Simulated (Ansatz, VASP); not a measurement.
**Two plane-wave programs on Cd2HgS3**

```
Cd Hg S
1.0
     3.63478    2.06260   -0.00363
     3.62026   -6.16231   -0.00068
     1.11982    0.00537   -9.68508
Cd Hg S
4 2 6
Direct
  0.09716 0.50077 0.83709
  0.59557 0.00078 0.83631
  0.20505 0.20176 0.16253
  0.70352 0.70181 0.16295
  0.65220 0.34553 0.49954
  0.15118 0.84529 0.49967
  0.75906 0.24259 0.00031
  0.25873 0.74319 0.00051
  0.01757 0.47875 0.31822
  0.51736 0.97881 0.31881
  0.27137 0.23067 0.68191
  0.77121 0.73004 0.68214
```

Change from the starting cell: cell x2, atoms moved at random (sigma 0.05 Å) and cell strained at random (1.5 %), then relaxed without symmetry.

Alike in both runs: functional PBE; k mesh 4 × 2 × 2; occupations gaussian, width 0.1 eV; no spin polarisation.

Ansatz relaxed the structure, and its values are those at the end. VASP's run is a single point on that final structure, the one shown.

|  | VASP | Ansatz |
| --- | --- | --- |
| version | VASP 6.6.1 | Ansatz 0.2.0 |
| potentials or method | VASP PAW PBE potentials, release 64 (Cd, Hg, S), cutoff 520 eV | scalar-relativistic, plane waves, PAW |
| valence electrons in the cell | 108 | 156 |

Ansatz gave:

```
gap on the k mesh at the Fermi level (eV) : 1.05
least direct gap on the mesh (eV)         : 1.10
pressure (GPa)                            : 0.0
rms of the force components (eV/Å)        : 0.004
```

Task: Which values does VASP return?

Result: gap on the k mesh at the Fermi level (eV): 1.06; least direct gap on the mesh (eV): 1.11; pressure (GPa): 0.3; rms of the force components (eV/Å): 0.020.

With one functional, cell and mesh, what is left measures potentials, basis and numerics. VASP's potentials hold 108 valence electrons a cell and Ansatz's 156, so a difference there can come from the potentials and not from the codes.

The k mesh is coarse, so the values compare programs but aren't converged. Spin-orbit coupling is off throughout.
